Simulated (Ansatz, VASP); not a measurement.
**Two plane-wave programs on BaZrO3**

INCAR

```
SYSTEM = BaZrO3
ALGO = Normal
EDIFF = 1E-6
ENCUT = 910
GGA = PS
GGA_COMPAT = .False.
ISIF = 2
ISMEAR = 0
LASPH = .True.
LCHARG = .True.
LELF = .True.
LREAL = .False.
LVHAR = .True.
LWAVE = .False.
NBANDS = 28
NELM = 120
PREC = Accurate
SIGMA = 0.01
```

The input KPOINTS:

```
k-points
0
Gamma
  6 6 6
  0 0 0
```

Contents of POSCAR:

```
BaZrO3
1.0
    4.1913400000      0.0000000000      0.0000000000
    0.0000000000      4.1913400000      0.0000000000
    0.0000000000      0.0000000000      4.1913400000
Ba Zr O
1 1 3
Direct
    0.0000000000      0.0000000000      0.0000000000
    0.5000000000      0.5000000000      0.5000000000
    0.5000000000      0.5000000000      0.0000000000
    0.5000000000      0.0000000000      0.5000000000
    0.0000000000      0.5000000000      0.5000000000
```

input.yaml

```yaml
crystal:
  lattice:
    - [4.19134, 0.0, 0.0]
    - [0.0, 4.19134, 0.0]
    - [0.0, 0.0, 4.19134]
  atoms:
    - { symbol: Ba, position: [0.0, 0.0, 0.0] }
    - { symbol: Zr, position: [0.5, 0.5, 0.5] }
    - { symbol: O, position: [0.5, 0.5, 0.0] }
    - { symbol: O, position: [0.5, 0.0, 0.5] }
    - { symbol: O, position: [0.0, 0.5, 0.5] }
kpoints:
  mp_grid: { grid: [6, 6, 6] }
  band_path:
    path: [[0.0, 0.0, 0.0], [0.0, 0.5, 0.0], [0.5, 0.5, 0.0], [0.5, 0.5, 0.5]]
    npoints: 1
hamiltonian:
  xc: pbesol
scf:
  occupations: { method: fixed }
  n_extra_bands: 5
output:
  forces: true
  stress: true
  eigenvalues: true
```

Alike in both runs: functional PBEsol; k mesh 6 × 6 × 6; no spin polarisation.

|  | VASP | Ansatz |
| --- | --- | --- |
| version | VASP 6.6.1 | Ansatz 0.2.0 |
| potentials or method | VASP PAW PBE potentials, release 64 (Ba_sv, Zr_sv, O_h) | Ansatz PAW |
| plane-wave cutoff (eV) | 910 | 420 |
| occupations | gaussian, width 0.01 eV | fixed |
| valence electrons in the cell | 40 | 40 |
| task | single point | band structure |

```csv
,VASP,Ansatz,Ansatz less VASP
gap on the k mesh at the Fermi level (eV),3.11,3.16,+0.046
least direct gap on the mesh (eV),3.33,3.35,+0.021
```

VASP's potentials were made for PBE, not for PBEsol.

Spin-orbit coupling is off throughout. Noted on VASP's run: the cutoff is short for stress, so the pressure is rough.
